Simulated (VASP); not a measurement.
# InSb (Pmmn) in VASP: electric field gradients with PBE

Aim: the electric field gradients of InSb with PBE.

Everything below comes from runs of VASP 6.6.1. Logs are shortened: lines on timing, memory, paths and dates and some standing lists are left out, and cuts for length are marked.

### Step 1. The cell of the first run

Symmetry: Pmmn, No. 59, orthorhombic system. Conventional cell: a = 5.357 Å, b = 5.712 Å, c = 3.063 Å, α = 90.00°, β = 90.00°, γ = 90.00°. Within 3.6 Å of In (site symmetry mm2) lie 4 Sb at 2.73 to 2.90 Å and 2 In at 3.06 Å. Sb (site symmetry mm2) has 4 In at 2.73 to 2.90 Å and 2 Sb at 3.06 Å within 3.6 Å.

### Step 2. Electric field gradients, PBE

INCAR reads:

```
SYSTEM = InSb
PREC = Accurate ; ENCUT = 520
EDIFF = 1E-8 ; ISMEAR = -1
SIGMA = 0.03 ; LREAL = .False.
LASPH = .True. ; NELM = 60
ALGO = Normal ; ISIF = 2
LWAVE = .False. ; LCHARG = .False.
GGA = PE ; LEFG = .True.
NBANDS = 26
```

KPOINTS reads:

```
Automatic mesh
0
Gamma
  8 7 13
  0 0 0
```

POSCAR reads:

```
InSb
1.0
    5.3570000000      0.0000000000      0.0000000000
    0.0000000000      5.7120000000      0.0000000000
    0.0000000000      0.0000000000      3.0630000000
In Sb
2 2
Direct
    0.0000000000      0.0000000000      0.0000000000
    0.5000000000      0.5000000000      0.0000000000
    0.5000000000      0.0000000000      0.8350000000
    0.0000000000      0.5000000000      0.1650000000
```

Potentials or basis: VASP PAW PBE potentials, release 64 (In_d, Sb).

The run is started by

```console
> cat potpaw_PBE.64/In_d/POTCAR potpaw_PBE.64/Sb/POTCAR > POTCAR
> mpirun -np 1 vasp_std > vasp.out
```

OUTCAR:

```text
SYSTEM = InSb
   PREC = Accurate
   ENCUT = 520
   EDIFF = 1E-8
   ISMEAR = -1
   LREAL = .False.
   LASPH = .True.
   NELM = 60
   ISIF = 2
   GGA = PE

 ion  position               nearest neighbor table
   1  0.000  0.000  0.000-   3 2.73   3 2.73   4 2.90   4 2.90   3 3.70   3 3.70   4 3.83   4 3.83
                             2 3.92   2 3.92   2 3.92   2 3.92
   2  0.500  0.500  0.000-   4 2.73   4 2.73   3 2.90   3 2.90   4 3.70   4 3.70   3 3.83   3 3.83
                             1 3.92   1 3.92   1 3.92   1 3.92
   3  0.500  0.000  0.835-   1 2.73   1 2.73   2 2.90   2 2.90   1 3.70   1 3.70   2 3.83   2 3.83

   4  0.000  0.500  0.165-   2 2.73   2 2.73   1 2.90   1 2.90   2 3.70   2 3.70   1 3.83   1 3.83

  LATTYP: Found a simple orthorhombic cell.
 ALAT       =     3.0630000000
 B/A-ratio  =     1.7489389487
 C/A-ratio  =     1.8648383937

  Lattice vectors:

 A1 = (   0.0000000000,   0.0000000000,   3.0630000000)
 A2 = (   5.3570000000,   0.0000000000,   0.0000000000)
 A3 = (   0.0000000000,   5.7120000000,   0.0000000000)

Analysis of symmetry for initial positions (statically):
=====================================================================
 Subroutine PRICEL returns:
 Original cell was already a primitive cell.

 Routine SETGRP: Setting up the symmetry group for a
 simple orthorhombic supercell.

 Subroutine GETGRP returns: Found  8 space group operations
 (whereof  4 operations were pure point group operations)
 out of a pool of  8 trial point group operations.

The static configuration has the point symmetry C_2v.
 The point group associated with its full space group is D_2h.

Analysis of symmetry for dynamics (positions and initial velocities):
=====================================================================
 Subroutine PRICEL returns:
 Original cell was already a primitive cell.

 Routine SETGRP: Setting up the symmetry group for a
 simple orthorhombic supercell.

 Subroutine GETGRP returns: Found  8 space group operations
 (whereof  4 operations were pure point group operations)
 out of a pool of  8 trial point group operations.

The dynamic configuration has the point symmetry C_2v.
 The point group associated with its full space group is D_2h.

 Subroutine INISYM returns: Found  8 space group operations
 (whereof  4 operations are pure point group operations),
 and found     1 'primitive' translations

----------------------------------------------------------------------------------------

                                     Primitive cell

  volume of cell :      93.7253

  direct lattice vectors                    reciprocal lattice vectors
     5.357000000  0.000000000  0.000000000     0.186671645  0.000000000  0.000000000
     0.000000000  5.712000000  0.000000000     0.000000000  0.175070028  0.000000000
     0.000000000  0.000000000  3.063000000     0.000000000  0.000000000  0.326477310

  length of vectors
     5.357000000  5.712000000  3.063000000     0.186671645  0.175070028  0.326477310

  position of ions in fractional coordinates (direct lattice)
     0.000000000  0.000000000  0.000000000
     0.500000000  0.500000000  0.000000000
     0.500000000  0.000000000  0.835000000
     0.000000000  0.500000000  0.165000000

  ion indices of the primitive-cell ions
   primitive index   ion index
                 1           1
                 2           2
                 3           3
                 4           4

----------------------------------------------------------------------------------------

 KPOINTS: Automatic mesh

Automatic generation of k-mesh.
 Grid dimensions read from file:
 generate k-points for:    8    7   13

 Generating k-lattice:

  Cartesian coordinates                     Fractional coordinates (reciprocal lattice)
     0.023333956  0.000000000  0.000000000     0.125000000  0.000000000  0.000000000
[... 47 lines left out ...]
   NGX,Y,Z   is equivalent  to a cutoff of  12.41, 12.22, 13.03 a.u.
   NGXF,Y,Z  is equivalent  to a cutoff of  24.83, 24.45, 26.05 a.u.
 SYSTEM =  InSb
   PREC   = accura    normal or accurate (medium, high low for compatibility)
   ISTART =      0    job   : 0-new  1-cont  2-samecut
   ICHARG =      2    charge: 1-file 2-atom 10-const
   ISPIN  =      1    spin polarized calculation?
   LNONCOLLINEAR =      F non collinear calculations
   LSORBIT =      F    spin-orbit coupling
   LASPH  =      T    aspherical Exc in radial PAW
   ENCUT  =  520.0 eV  38.22 Ry    6.18 a.u.   9.96 10.62  5.70*2*pi/ulx,y,z
   NELM   =     60;   NELMIN=  2; NELMDL= -5     # of ELM steps
   EDIFF  = 0.1E-07   stopping-criterion for ELM
   LREAL  =      F    real-space projection
   EDIFFG = 0.1E-06   stopping-criterion for IOM
   NSW    =      0    number of steps for IOM
   IBRION =     -1    ionic relax: 0-MD 1-quasi-New 2-CG
   NFREE  =      0    steps in history (QN), initial steepest desc. (CG)
   ISIF   =      2    stress and relaxation
   ISYM   =      2    0-nonsym 1-usesym 2-fastsym
   POTIM  = 0.5000    time-step for ionic-motion
   TEBEG  =    0.0;   TEEND  =   0.0 temperature during run
   PSTRESS=    0.0 pullay stress
   NELECT =      36.0000    total number of electrons
   NUPDOWN=      -1.0000    fix difference up-down
   EMIN   =  10.00;   EMAX   =-10.00  energy-range for DOS
   EFERMI =   0.00;   METHOD = LEGACY
   ISMEAR =    -1;   SIGMA  =   0.03  broadening in eV -4-tet -1-fermi 0-gaus
   EFERMI_NEDOS =   21; number of points for ismear=-14 and -15
   IALGO  =     38    algorithm
   IMIX   =      4    mixing-type and parameters
     AMIX     =   0.40;   BMIX     =  1.00
     AMIX_MAG =   1.60;   BMIX_MAG =  1.00
  volume/ion in A,a.u.               =      23.43       158.12
  Fermi-wavevector in a.u.,A,eV,Ry     =   1.190027  2.248824 19.268076  1.416164
  Thomas-Fermi vector in A             =   2.326121
   LORBIT       =      0    0 simple, 1 ext, 2 COOP (PROOUT), +10 PAW based schemes
   GGA     = PE    functional components
   LHFCALC =     F    Hartree Fock is set to
   AEXX    =    0.0000 exact exchange contribution
   IVDW    =     0    specifies the selected vdW correction
   LEPSILON=     F    determine dielectric tensor
   LRPA    =     F    only Hartree local field effects (RPA)
 non-spin polarized calculation
  energy-cutoff  :      520.00
  volume of cell :       93.73
 maximum number of plane-waves:      2546
 NGX is ok and might be reduce to    40
   NGX = 19   NGY = 21   NGZ = 11

 number of electron      35.9999996 magnetization

 Free energy of the ion-electron system (eV)
  ---------------------------------------------------
  ext. energy  EPLUGINS =         0.00000000
  ---------------------------------------------------
  free energy    TOTEN  =       -12.13355778 eV

  energy without entropy =      -12.13018326  energy(sigma->0) =      -12.13187052

 E-fermi :   9.6105     XC(G=0): -10.7145

 val. band max:        9.6071268756   @ k =   0.2500   0.1429   0.4615
 cond. band min:       9.6299575076   @ k =   0.2500   0.2857   0.3846
 fundamental gap:      0.0228306320
 Fermi energy:         9.6104887990

 k-point     1 :       0.0000    0.0000    0.0000
  band No.  band energies     occupation
      1      -5.7652      2.00000
      2      -5.7453      2.00000
      3      -5.6140      2.00000
      4      -5.4107      2.00000
      5      -5.3936      2.00000
      6      -5.2509      2.00000
[... 685 lines left out ...]
     25      17.1941      0.00000
     26      17.3612      0.00000

 [... further k-points ...]

------------------------ aborting loop because EDIFF is reached ----------------------------------------

  FORCE on cell =-STRESS in cart. coord.  units (eV):
  Direction    XX          YY          ZZ          XY          YZ          ZX
  --------------------------------------------------------------------------------------
  -------------------------------------------------------------------------------------
  Total       17.0695126      7.9756843      5.9019936      0.0000000      0.0000000      0.0000000
  in kB      291.7929937    136.3394992    100.8910105      0.0000000      0.0000000      0.0000000
  external PRESSURE =     176.3411678 kB  Pullay stress =       0.0000000 kB

 VOLUME and BASIS-vectors are now :
 -----------------------------------------------------------------------------
  energy-cutoff  :      520.00
  volume of cell :       93.73
      direct lattice vectors                 reciprocal lattice vectors
     5.357000000  0.000000000  0.000000000     0.186671645  0.000000000  0.000000000
     0.000000000  5.712000000  0.000000000     0.000000000  0.175070028  0.000000000
     0.000000000  0.000000000  3.063000000     0.000000000  0.000000000  0.326477310

 POSITION                                       TOTAL-FORCE (eV/Angst)
 -----------------------------------------------------------------------------------
      0.00000      0.00000      0.00000         0.000000      0.000000      0.279043
      2.67850      2.85600      0.00000         0.000000      0.000000     -0.279043
      2.67850      0.00000      2.55761         0.000000      0.000000     -0.757551
      0.00000      2.85600      0.50539         0.000000      0.000000      0.757551
 -----------------------------------------------------------------------------------
    total drift:                               -0.000000      0.000000     -0.000000

  FREE ENERGIE OF THE ION-ELECTRON SYSTEM (eV)
  ---------------------------------------------------
  free  energy   TOTEN  =       -12.1335577804 eV

  energy  without entropy=      -12.1301832613  energy(sigma->0) =      -12.13187052

 Electric field gradients (V/A^2)
---------------------------------------------------------------------
 ion       V_xx      V_yy      V_zz      V_xy      V_xz      V_yz
---------------------------------------------------------------------
   1     -80.684    17.624    63.060    -0.000    -0.000     0.000
   2     -80.684    17.624    63.060    -0.000     0.000     0.000
   3     -80.139   -65.410   145.549    -0.000     0.000    -0.000
   4     -80.139   -65.410   145.549    -0.000    -0.000    -0.000
---------------------------------------------------------------------

 Electric field gradients after diagonalization (V/A^2)
 (convention: |V_zz| > |V_xx| > |V_yy|)
----------------------------------------------------------------------
 ion       V_xx      V_yy      V_zz     asymmetry (V_yy - V_xx)/ V_zz
----------------------------------------------------------------------
   1      63.060    17.624   -80.684       0.563
   2      63.060    17.624   -80.684       0.563
   3     -80.139   -65.410   145.549       0.101
   4     -80.139   -65.410   145.549       0.101
----------------------------------------------------------------------

           NMR quadrupolar parameters

 Cq : quadrupolar parameter    Cq=e*Q*V_zz/h
 eta: asymmetry parameters     (V_yy - V_xx)/ V_zz
 Q  : nuclear electric quadrupole moment in mb (millibarn)
----------------------------------------------------------------------
 ion       Cq(MHz)       eta       Q (mb)
----------------------------------------------------------------------
   1      -0.195       0.563       1.000
   2      -0.195       0.563       1.000
   3       0.352       0.101       1.000
   4       0.352       0.101       1.000
----------------------------------------------------------------------
```

Wall time 8.4 min (1 thread of Oxide Virtual Turin-like, shared host); peak memory 0.37 GiB.

Results:

* Free energy: -12.1336 eV
* Pressure: 17.6 GPa
* Largest force: 0.758 eV/Å
* Band gap on the k mesh: zero (band 18 reaches 11.82 eV, above the bottom of band 19 at 8.09 eV)

Forces in eV/Å, atoms in the order of the input:
```
In   0.000  0.000  0.279
In   0.000  0.000 -0.279
Sb   0.000  0.000 -0.758
Sb   0.000  0.000  0.758
```

Stress tensor (GPa, compression positive):
```
29.18  0.00  0.00
 0.00 13.63  0.00
 0.00  0.00 10.09
```

Levels at points of the mesh, in eV from the Fermi level:
| k point | band 14 | band 15 | band 16 | band 17 | band 18 | band 19 | band 20 | band 21 | band 22 | band 23 |
| --- | --- | --- | --- | --- | --- | --- | --- | --- | --- | --- |
| (0.00, 0.00, 0.00) | -5.89 | -5.83 | -3.02 | -2.68 | -2.27 | 3.00 | 4.26 | 4.28 | 6.26 | 7.32 |
| (0.50, 0.00, 0.00) | -6.82 | -4.52 | -4.52 | 0.94 | 0.94 | 4.29 | 4.29 | 4.62 | 4.62 | 6.56 |

Electric field gradients, principal values (V/Å²):
```tsv
atom	least	middle	greatest (by size)
1 In	17.624	63.060	-80.684
2 In	17.624	63.060	-80.684
3 Sb	-65.410	-80.139	145.549
4 Sb	-65.410	-80.139	145.549
```

Caveat: without QUAD_EFG the Cq values of the log hold for a quadrupole moment of 1 mb, not for the nuclei; spin-orbit coupling is left out, which moves the levels of the heavy elements.
